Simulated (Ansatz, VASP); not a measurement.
ZnSe in VASP and in Ansatz

File POSCAR:

```
ZnSe
1.0
    0.0000000000      2.8700000000      2.8700000000
    2.8700000000      0.0000000000      2.8700000000
    2.8700000000      2.8700000000      0.0000000000
Zn Se
1 1
Direct
    0.0000000000      0.0000000000      0.0000000000
    0.2500000000      0.2500000000      0.2500000000
```

INCAR.step1

```
SYSTEM = ZnSe
PREC = Accurate ; ENCUT = 520
EDIFF = 1E-5 ; ISMEAR = -1
SIGMA = 0.02 ; LREAL = .False.
LASPH = .True. ; NELM = 100
ALGO = Normal ; ISIF = 2
LWAVE = .True. ; LCHARG = .False.
NBANDS = 16 ; GGA = PE
```

Contents of INCAR.step2:

```
SYSTEM = ZnSe
PREC = Accurate ; ENCUT = 520
EDIFF = 1E-7 ; ISMEAR = -1
SIGMA = 0.02 ; LREAL = .False.
LASPH = .True. ; NELM = 100
ALGO = Normal ; ISIF = 2
LWAVE = .False. ; LCHARG = .False.
GGA = PE ; LHFCALC = .True.
HFSCREEN = 0.2079 ; PRECFOCK = Normal
NBANDS = 16 ; ISTART = 1
```

KPOINTS

```
regular mesh
0
Gamma
  6 6 6
  0 0 0
```

Input for Ansatz:

```yaml
crystal:
  lattice:
    - [0, 2.87, 2.87]
    - [2.87, 0, 2.87]
    - [2.87, 2.87, 0]
  atoms:
    - { symbol: Zn, position: [0, 0, 0] }
    - { symbol: Se, position: [0.25, 0.25, 0.25] }
kpoints:
  mp_grid: { grid: [6, 6, 6] }
hamiltonian:
  xc: hse06
  pseudopotentials: { kind: paw, source: ansatz }
scf:
  occupations: { method: fermi_dirac, width: 0.02 }
  convergence: { dr2_threshold: "1e-10 eV" }
  exx: { energy_threshold: "2e-8 eV", singularity: regularized }
  n_bands: 34
output:
  forces: true
  stress: true
  eigenvalues: true
```

Alike in both runs: task single point; functional HSE06; k mesh 6 × 6 × 6; occupations fermi-dirac, width 0.02 eV; no spin polarisation.

|  | VASP | Ansatz |
| --- | --- | --- |
| version | VASP 6.6.1 | Ansatz 0.2.0 development build |
| potentials or method | VASP PAW PBE potentials, release 64 (Zn, Se) | plane waves, PAW datasets (hand-made set) |
| plane-wave cutoff (eV) | 520 | 660 |
| valence electrons in the cell | 18 | 36 |

Ansatz gave:

* gap on the k mesh at the Fermi level (eV): 2.25

Question: What did VASP give for the same quantities?

Answer: gap on the k mesh at the Fermi level (eV): 2.23.

VASP's potentials hold 18 valence electrons a cell and Ansatz's 36, so a difference there can come from the potentials and not from the codes.
